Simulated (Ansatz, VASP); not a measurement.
# One calculation of MgS, two programs

File POSCAR:

```
MgS
1.0
    0.0000000000      2.6015179370      2.6015179370
    2.6496460189      0.0000000000      2.6015179370
    2.6496460189      2.6015179370      0.0000000000
Mg S
1 1
Direct
    0.0000000000      0.0000000000      0.0000000000
    0.5000000000      0.5000000000      0.5000000000
```

INCAR.step1

```
  ALGO = Normal
  EDIFF = 1E-5
  ENCUT = 520
  GGA = PE
  ISIF = 2
  ISMEAR = 0
  LASPH = True
  LREAL = False
  LWAVE = True
  NBANDS = 11
  NELM = 60
  PREC = Accurate
  SIGMA = 0.01
```

The input INCAR.step2:

```
  ALGO = Normal
  EDIFF = 1E-7
  ENCUT = 520
  GGA = PE
  HFSCREEN = 0.2079
  ISIF = 2
  ISMEAR = 0
  ISTART = 1
  LASPH = True
  LCHARG = True
  LELF = True
  LHFCALC = True
  LREAL = False
  LVHAR = True
  LWAVE = False
  NBANDS = 11
  NELM = 60
  PREC = Accurate
  PRECFOCK = Normal
  SIGMA = 0.01
```

Contents of KPOINTS:

```
k-points
0
Gamma
  6 6 6
```

Input for Ansatz:

```yaml
crystal:
  lattice:
    - [0.0, 2.601517937, 2.601517937]
    - [2.6496460189, 0.0, 2.601517937]
    - [2.6496460189, 2.601517937, 0.0]
  atoms:
    - { symbol: Mg, position: [0.0, 0.0, 0.0] }
    - { symbol: S, position: [0.5, 0.5, 0.5] }
kpoints:
  mp_grid: { grid: [6, 6, 6] }
  band_path:
    path:
      - [0.0, 0.0, 0.0]
      - [0.5, 0.0, 0.5]
      - [0.625, 0.25, 0.625]
      - [0.375, 0.375, 0.75]
      - [0.5, 0.5, 0.5]
      - [0.5, 0.25, 0.75]
    npoints: 1
hamiltonian:
  xc: hse06
scf:
  occupations: { method: fixed }
  n_extra_bands: 4
output:
  forces: true
  stress: true
  eigenvalues: true
```

Change from the starting cell: uniaxial_x strain +1.9%.

Alike in both runs: task single point; functional HSE06; k mesh 6 × 6 × 6; no spin polarisation.

```csv
,VASP,Ansatz
version,VASP 6.6.1,Ansatz 0.2.0
potentials or method,"VASP PAW PBE potentials, release 64 (Mg, S)","plane waves, PAW"
plane-wave cutoff (eV),520,420
occupations,"gaussian, width 0.01 eV",fixed
valence electrons in the cell,8,16
```

```tsv
	VASP	Ansatz	Ansatz less VASP
gap on the k mesh at the Fermi level (eV)	3.62	3.67	+0.053
pressure (GPa)	-2.0	-1.7	+0.31
traceless stress, the component that is largest in VASP (GPa)	-1.09	-1.10	-0.012
```

VASP's potentials hold 8 valence electrons a cell and Ansatz's 16, so a difference there can come from the potentials and not from the codes. Ansatz's warnings: stress exchange threshold loose, stress scf threshold loose.
